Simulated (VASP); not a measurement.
# TiGeRu4 (P4/mmm) in VASP: a series of runs

Runs on TiGeRu4. Level: PBE. Tasks: single point.

Program: VASP 6.6.1. These are calculated values, not measurements. Logs are shortened: lines on timing, memory, paths and dates and some standing lists are left out, and cuts for length are marked.

### 1 The cell of the first run

The structure is tetragonal, space group P4/mmm (No. 123). The conventional cell has a = 3.003 Å, b = 3.003 Å, c = 9.489 Å, α = 90.00°, β = 90.00°, γ = 90.00°. Ti (site symmetry 4/mmm) has 10 Ru at 2.60 to 3.30 Å and 4 Ti at 3.00 Å within 3.4 Å. Ge (site symmetry 4/mmm) has 10 Ru at 2.57 to 3.25 Å and 4 Ge at 3.00 Å within 3.4 Å. Within 3.4 Å of Ru (site symmetry 4mm) lie 4 Ti at 2.60 Å and 9 Ru at 2.79 to 3.00 Å and 1 Ge at 3.25 Å. Ru (site symmetry 4mm) has 4 Ge at 2.57 Å and 9 Ru at 2.79 to 3.00 Å and 1 Ti at 3.30 Å within 3.4 Å.

### 2 Single point, PBE

Contents of INCAR:

```
  PREC = Accurate
  ENCUT = 520
  EDIFF = 1E-6
  ISMEAR = 0
  SIGMA = 0.1
  LREAL = F
  LASPH = T
  NELM = 100
  ALGO = Fast
  ISIF = 2
  LWAVE = F
  LCHARG = F
  GGA = PE
  NBANDS = 50
```

Contents of KPOINTS:

```
Automatic mesh
0
Gamma
  10 10 4
```

Contents of POSCAR:

```
TiGeRu4
1.0
    3.0031311023      0.0000000000      0.0000000000
    0.0000000000      3.0031311023      0.0000000000
    0.0000000000      0.0000000000      9.4889197748
Ti Ge Ru
1 1 4
Direct
    0.0000000000      0.0000000000      0.0000000000
    0.5000000000      0.5000000000      0.5000000000
    0.5000000000      0.5000000000      0.1580186640
    0.0000000000      0.0000000000      0.3481982869
    0.5000000000      0.5000000000      0.8419813360
    0.0000000000      0.0000000000      0.6518017131
```

Potentials or basis: VASP PAW PBE potentials, release 64 (Ti_sv, Ge_d, Ru_pv).

Command:

```
$ cat potpaw_PBE.64/Ti_sv/POTCAR potpaw_PBE.64/Ge_d/POTCAR potpaw_PBE.64/Ru_pv/POTCAR > POTCAR
$ mpirun -np 1 vasp_std > vasp.out
```

OUTCAR:

```text
PREC = Accurate
   ENCUT = 520
   EDIFF = 1E-6
   ISMEAR = 0
   LREAL = F
   LASPH = T
   NELM = 100
   ISIF = 2
   GGA = PE

 ion  position               nearest neighbor table
   1  0.000  0.000  0.000-   3 2.60   5 2.60   3 2.60   5 2.60   3 2.60   5 2.60   3 2.60   5 2.60

   2  0.500  0.500  0.500-   4 2.57   6 2.57   4 2.57   6 2.57   4 2.57   6 2.57   4 2.57   6 2.57

   3  0.500  0.500  0.158-   1 2.60   1 2.60   1 2.60   1 2.60   4 2.79   4 2.79   4 2.79   4 2.79
                             5 3.00
   4  0.000  0.000  0.348-   2 2.57   2 2.57   2 2.57   2 2.57   3 2.79   3 2.79   3 2.79   3 2.79
                             6 2.88
   5  0.500  0.500  0.842-   1 2.60   1 2.60   1 2.60   1 2.60   6 2.79   6 2.79   6 2.79   6 2.79
                             3 3.00
   6  0.000  0.000  0.652-   2 2.57   2 2.57   2 2.57   2 2.57   5 2.79   5 2.79   5 2.79   5 2.79
                             4 2.88

  LATTYP: Found a simple tetragonal cell.
 ALAT       =     3.0031311023
 C/A-ratio  =     3.1596755025

  Lattice vectors:

 A1 = (   3.0031311023,   0.0000000000,   0.0000000000)
 A2 = (   0.0000000000,   3.0031311023,   0.0000000000)
 A3 = (   0.0000000000,   0.0000000000,   9.4889197748)

Analysis of symmetry for initial positions (statically):
=====================================================================
 Subroutine PRICEL returns:
 Original cell was already a primitive cell.

 Routine SETGRP: Setting up the symmetry group for a
 simple tetragonal supercell.

 Subroutine GETGRP returns: Found 16 space group operations
 (whereof 16 operations were pure point group operations)
 out of a pool of 16 trial point group operations.

The static configuration has the point symmetry D_4h.

Analysis of symmetry for dynamics (positions and initial velocities):
=====================================================================
 Subroutine PRICEL returns:
 Original cell was already a primitive cell.

 Routine SETGRP: Setting up the symmetry group for a
 simple tetragonal supercell.

 Subroutine GETGRP returns: Found 16 space group operations
 (whereof 16 operations were pure point group operations)
 out of a pool of 16 trial point group operations.

The dynamic configuration has the point symmetry D_4h.

 Subroutine INISYM returns: Found 16 space group operations
 (whereof 16 operations are pure point group operations),
 and found     1 'primitive' translations

----------------------------------------------------------------------------------------

                                     Primitive cell

  volume of cell :      85.5786

  direct lattice vectors                    reciprocal lattice vectors
     3.003131102  0.000000000  0.000000000     0.332985796  0.000000000  0.000000000
     0.000000000  3.003131102  0.000000000     0.000000000  0.332985796  0.000000000
     0.000000000  0.000000000  9.488919775     0.000000000  0.000000000  0.105386074

  length of vectors
     3.003131102  3.003131102  9.488919775     0.332985796  0.332985796  0.105386074

  position of ions in fractional coordinates (direct lattice)
     0.000000000  0.000000000  0.000000000
     0.500000000  0.500000000  0.500000000
     0.500000000  0.500000000  0.158018664
     0.000000000  0.000000000  0.348198287
     0.500000000  0.500000000  0.841981336
     0.000000000  0.000000000  0.651801713

  ion indices of the primitive-cell ions
   primitive index   ion index
                 1           1
                 2           2
                 3           3
                 4           4
                 5           5
                 6           6

----------------------------------------------------------------------------------------

 KPOINTS: Automatic mesh

Automatic generation of k-mesh.
 Grid dimensions read from file:
 generate k-points for:   10   10    4

 Generating k-lattice:

  Cartesian coordinates                     Fractional coordinates (reciprocal lattice)
     0.033298580  0.000000000  0.000000000     0.100000000  0.000000000  0.000000000
     0.000000000  0.033298580  0.000000000     0.000000000  0.100000000  0.000000000
     0.000000000  0.000000000  0.026346518     0.000000000  0.000000000  0.250000000

  Length of vectors
     0.033298580  0.033298580  0.026346518

  Shift w.r.t. Gamma in fractional coordinates (k-lattice)
     0.000000000  0.000000000  0.000000000

 Subroutine IBZKPT returns following result:
 ===========================================

 Found     63 irreducible k-points:

 Following reciprocal coordinates:
            Coordinates               Weight
  0.000000  0.000000  0.000000      1.000000
  0.100000  0.000000  0.000000      4.000000
  0.200000  0.000000  0.000000      4.000000
  0.300000  0.000000  0.000000      4.000000
  0.400000  0.000000  0.000000      4.000000
  0.500000  0.000000  0.000000      2.000000
[... 16 lines left out ...]
  0.100000  0.000000  0.250000      8.000000
  0.200000  0.000000  0.250000      8.000000
 [... further k-points ...]
   k-points           NKPTS =     63   k-points in BZ     NKDIM =     63   number of bands    NBANDS=     50
   number of dos      NEDOS =    301   number of ions     NIONS =      6
   total plane-waves  NPLWV =  41472
   dimension x,y,z NGX =    24 NGY =   24 NGZ =   72
   dimension x,y,z NGXF=    48 NGYF=   48 NGZF=  144
   ions per type =               1   1   4
   NGX,Y,Z   is equivalent  to a cutoff of  13.29, 13.29, 12.61 a.u.
   NGXF,Y,Z  is equivalent  to a cutoff of  26.57, 26.57, 25.23 a.u.
 SYSTEM =  unknown system
   PREC   = accura    normal or accurate (medium, high low for compatibility)
   ISTART =      0    job   : 0-new  1-cont  2-samecut
   ICHARG =      2    charge: 1-file 2-atom 10-const
   ISPIN  =      1    spin polarized calculation?
   LNONCOLLINEAR =      F non collinear calculations
   LSORBIT =      F    spin-orbit coupling
   LASPH  =      T    aspherical Exc in radial PAW
   ENCUT  =  520.0 eV  38.22 Ry    6.18 a.u.   5.58  5.58 17.64*2*pi/ulx,y,z
   NELM   =    100;   NELMIN=  2; NELMDL= -5     # of ELM steps
   EDIFF  = 0.1E-05   stopping-criterion for ELM
   LREAL  =      F    real-space projection
   EDIFFG = 0.1E-04   stopping-criterion for IOM
   NSW    =      0    number of steps for IOM
   IBRION =     -1    ionic relax: 0-MD 1-quasi-New 2-CG
   NFREE  =      0    steps in history (QN), initial steepest desc. (CG)
   ISIF   =      2    stress and relaxation
   ISYM   =      2    0-nonsym 1-usesym 2-fastsym
   POTIM  = 0.5000    time-step for ionic-motion
   TEBEG  =    0.0;   TEEND  =   0.0 temperature during run
   PSTRESS=    0.0 pullay stress
   NELECT =      82.0000    total number of electrons
   NUPDOWN=      -1.0000    fix difference up-down
   EMIN   =  10.00;   EMAX   =-10.00  energy-range for DOS
   EFERMI =   0.00;   METHOD = LEGACY
   ISMEAR =     0;   SIGMA  =   0.10  broadening in eV -4-tet -1-fermi 0-gaus
   EFERMI_NEDOS =   21; number of points for ismear=-14 and -15
   IALGO  =     68    algorithm
   IMIX   =      4    mixing-type and parameters
     AMIX     =   0.40;   BMIX     =  1.00
     AMIX_MAG =   1.60;   BMIX_MAG =  1.00
  volume/ion in A,a.u.               =      14.26        96.25
  Fermi-wavevector in a.u.,A,eV,Ry     =   1.613953  3.049930 35.441076  2.604846
  Thomas-Fermi vector in A             =   2.708940
   LORBIT       =      0    0 simple, 1 ext, 2 COOP (PROOUT), +10 PAW based schemes
   GGA     = PE    functional components
   LHFCALC =     F    Hartree Fock is set to
   AEXX    =    0.0000 exact exchange contribution
   IVDW    =     0    specifies the selected vdW correction
   LEPSILON=     F    determine dielectric tensor
   LRPA    =     F    only Hartree local field effects (RPA)
 non-spin polarized calculation
 RMM-DIIS sequential band-by-band and
 Gauss-broadening in eV      SIGMA  =   0.10
  energy-cutoff  :      520.00
  volume of cell :       85.58
 maximum number of plane-waves:      2332
 NGX is ok and might be reduce to    24
   NGX = 11   NGY = 11   NGZ = 35

 number of electron      81.9999974 magnetization

 Free energy of the ion-electron system (eV)
  ---------------------------------------------------
  ext. energy  EPLUGINS =         0.00000000
  ---------------------------------------------------
  free energy    TOTEN  =       -49.92624453 eV

  energy without entropy =      -49.88736489  energy(sigma->0) =      -49.90680471

 E-fermi :  11.3681     XC(G=0): -13.3999

 val. band max:       11.3642588959   @ k =   0.4000   0.3000   0.2500
 cond. band min:      11.3701622498   @ k =   0.3000   0.3000   0.2500
 fundamental gap:      0.0059033539
 Fermi energy:        11.3681317668

 k-point     1 :       0.0000    0.0000    0.0000
  band No.  band energies     occupation
      1     -45.5317      2.00000
      2     -31.5864      2.00000
      3     -31.4543      2.00000
      4     -31.3081      2.00000
      5     -31.3081      2.00000
      6     -31.2943      2.00000
[... 42 lines left out ...]
     49      13.8447      0.00000
     50      14.4668      0.00000

 k-point     2 :       0.1000    0.0000    0.0000
  band No.  band energies     occupation
      1     -45.5290      2.00000
      2     -31.5839      2.00000
      3     -31.4526      2.00000
      4     -31.3522      2.00000
      5     -31.3238      2.00000
      6     -31.3024      2.00000
[... 42 lines left out ...]
     49      14.1895      0.00000
     50      15.2018      0.00000

 k-point     3 :       0.2000    0.0000    0.0000
  band No.  band energies     occupation
      1     -45.5220      2.00000
      2     -31.5790      2.00000
      3     -31.4524      2.00000
      4     -31.4182      2.00000
      5     -31.3853      2.00000
      6     -31.2867      2.00000
[... 42 lines left out ...]
     49      14.3014      0.00000
     50      14.5764      0.00000

 k-point     4 :       0.3000    0.0000    0.0000
  band No.  band energies     occupation
      1     -45.5133      2.00000
      2     -31.5770      2.00000
      3     -31.4834      2.00000
      4     -31.4664      2.00000
      5     -31.4465      2.00000
      6     -31.2639      2.00000
[... 999 lines left out ...]
 k-point    23 :       0.1000    0.0000    0.2500
  band No.  band energies     occupation
      1     -45.5290      2.00000
      2     -31.5759      2.00000
      3     -31.4721      2.00000
      4     -31.3444      2.00000
      5     -31.3264      2.00000
      6     -31.3007      2.00000
[... 42 lines left out ...]
     49      13.9287      0.00000
     50      14.3888      0.00000

 k-point    24 :       0.2000    0.0000    0.2500
  band No.  band energies     occupation
      1     -45.5220      2.00000
      2     -31.5716      2.00000
      3     -31.4737      2.00000
      4     -31.4074      2.00000
      5     -31.3879      2.00000
      6     -31.2851      2.00000
[... 42 lines left out ...]
     49      14.3103      0.00000
     50      14.5302      0.00000

 [... further k-points ...]
[... 5 lines left out ...]
  --------------------------------------------------------------------------------------
  -------------------------------------------------------------------------------------
  Total       -0.0099990     -0.0099990     -0.0303131      0.0000000      0.0000000      0.0000000
  in kB       -0.1871979     -0.1871979     -0.5675121      0.0000000      0.0000000      0.0000000
  external PRESSURE =      -0.3139693 kB  Pullay stress =       0.0000000 kB

 VOLUME and BASIS-vectors are now :
 -----------------------------------------------------------------------------
  energy-cutoff  :      520.00
  volume of cell :       85.58
      direct lattice vectors                 reciprocal lattice vectors
     3.003131102  0.000000000  0.000000000     0.332985796  0.000000000  0.000000000
     0.000000000  3.003131102  0.000000000     0.000000000  0.332985796  0.000000000
     0.000000000  0.000000000  9.488919775     0.000000000  0.000000000  0.105386074

 POSITION                                       TOTAL-FORCE (eV/Angst)
 -----------------------------------------------------------------------------------
      0.00000      0.00000      0.00000         0.000000      0.000000      0.000000
      1.50157      1.50157      4.74446         0.000000      0.000000      0.000000
      1.50157      1.50157      1.49943         0.000000      0.000000      0.006619
      0.00000      0.00000      3.30403         0.000000     -0.000000     -0.030351
      1.50157      1.50157      7.98949         0.000000      0.000000     -0.006619
      0.00000      0.00000      6.18489        -0.000000     -0.000000      0.030351
 -----------------------------------------------------------------------------------
    total drift:                                0.000000     -0.000000      0.000000

  FREE ENERGIE OF THE ION-ELECTRON SYSTEM (eV)
  ---------------------------------------------------
  free  energy   TOTEN  =       -49.9262445304 eV

  energy  without entropy=      -49.8873648881  energy(sigma->0) =      -49.90680471
```

Run time: 9.6 min. Hardware: 1 thread of AMD EPYC 9R45 (Zen 5), shared host; peak memory 0.33 GiB.

What came out:

| Property | Result |
| --- | --- |
| Free energy | -49.9262 eV |
| Pressure | 0.0 GPa |
| Largest force | 0.030 eV/Å |
| Band gap on the k mesh | zero (band 41 reaches 12.18 eV, above the bottom of band 42 at 10.88 eV) |

Forces on the atoms (eV/Å):
```
Ti   0.000  0.000  0.000
Ge   0.000  0.000  0.000
Ru   0.000  0.000  0.007
Ru   0.000  0.000 -0.030
Ru   0.000  0.000 -0.007
Ru   0.000  0.000  0.030
```

[end of part 1 of 2]
